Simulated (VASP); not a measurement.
Runs of VASP 6.6.1 on MgO. The structure is that of space group P6_3mc (No. 186), or close to it. The cells are those of the table. 

```tsv
cell	gap on the mesh (eV)	pressure (GPa)	largest force (eV/Å)
a = 3.319, b = 3.319, c = 4.999 Å, angles 90.0, 90.0, 120.0°, 4 atoms	4.07	-2.4	0.04
a = 3.252, b = 3.252, c = 4.898 Å, angles 90.0, 90.0, 120.0°, 4 atoms	4.43	(b)	0.02
a = 3.383, b = 3.383, c = 5.097 Å, angles 90.0, 90.0, 120.0°, 4 atoms	3.75	-8.6	0.09
a = 3.286, b = 3.286, c = 4.949 Å, angles 90.0, 90.0, 120.0°, 4 atoms	4.25	(a)	0.01
a = 3.351, b = 3.351, c = 5.048 Å, angles 90.0, 90.0, 120.0°, 4 atoms	3.91	-5.7	0.07
```

Alike in all rows: task single point; level r2SCAN; potentials or basis VASP PAW PBE potentials, release 64 (Mg, O); no spin polarisation; k mesh 7 × 7 × 4; cutoff (eV) 520; smearing gaussian 0.01 eV.

Fill in the values left out.

(a) 1.5; (b) 6.1.

Caveats: the PAW data sets were made with another functional, which shifts forces and pressure a little.

